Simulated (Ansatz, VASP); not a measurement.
Two plane-wave programs on Ag

File INCAR:

```
SYSTEM = Ag
PREC = Accurate
ENCUT = 520
EDIFF = 1E-7
ISMEAR = -1
SIGMA = 0.3
LREAL = .FALSE.
LASPH = .TRUE.
NELM = 60
ALGO = Normal
ISIF = 2
LWAVE = .FALSE.
LCHARG = .TRUE.
LELF = .TRUE.
LVHAR = .TRUE.
NBANDS = 12
```

Contents of KPOINTS:

```
Automatic mesh
0
G
  13 13 13
  0 0 0
```

Contents of POSCAR:

```
Ag
1.0
    0.0000000000      1.9996579419      1.9996579419
    1.9996579419      0.0000000000      1.9996579419
    1.9996579419      1.9996579419      0.0000000000
Ag
1
Direct
    0.0000000000      0.0000000000      0.0000000000
```

Input for Ansatz:

```yaml
crystal:
  lattice:
    - [0.0, 1.9996579419, 1.9996579419]
    - [1.9996579419, 0.0, 1.9996579419]
    - [1.9996579419, 1.9996579419, 0.0]
  atoms:
    - { symbol: Ag, position: [0.0, 0.0, 0.0] }
hamiltonian:
  xc: lda
  pseudopotentials:
    kind: paw
    azcp:
      Ag: "pseudopotentials/Ag.paw.azcp"
basis:
  ecutwfc: 420
  fft_grid_basis: typed
kpoints:
  mp_grid: { grid: [13, 13, 13], shift: [0, 0, 0] }
magnetization:
  spin_polarized: false
scf:
  occupations: { method: fermi_dirac, width: 0.3 }
  lower_state_search: "off"
output:
  stress: true
```

Alike in both runs: task single point; functional LDA; k mesh 13 × 13 × 13; occupations fermi-dirac, width 0.3 eV; no spin polarisation.

```csv
,VASP,Ansatz
version,VASP 6.6.1,Ansatz 0.2.0
potentials or method,"VASP PAW LDA potentials, release 64 (Ag), cutoff 520 eV","plane waves (420 eV) with PAW, scalar-relativistic"
valence electrons in the cell,11,19
```

```csv
,VASP,Ansatz,Ansatz less VASP
pressure (GPa),0.5,0.4,-0.14
```

Ansatz warns that its potentials were made for another functional, while VASP's fit it. LDA's correlation is that of Perdew and Zunger in VASP and of Perdew and Wang (1992) in Ansatz. VASP's potentials hold 11 valence electrons a cell and Ansatz's 19, so a difference there can come from the potentials and not from the codes.
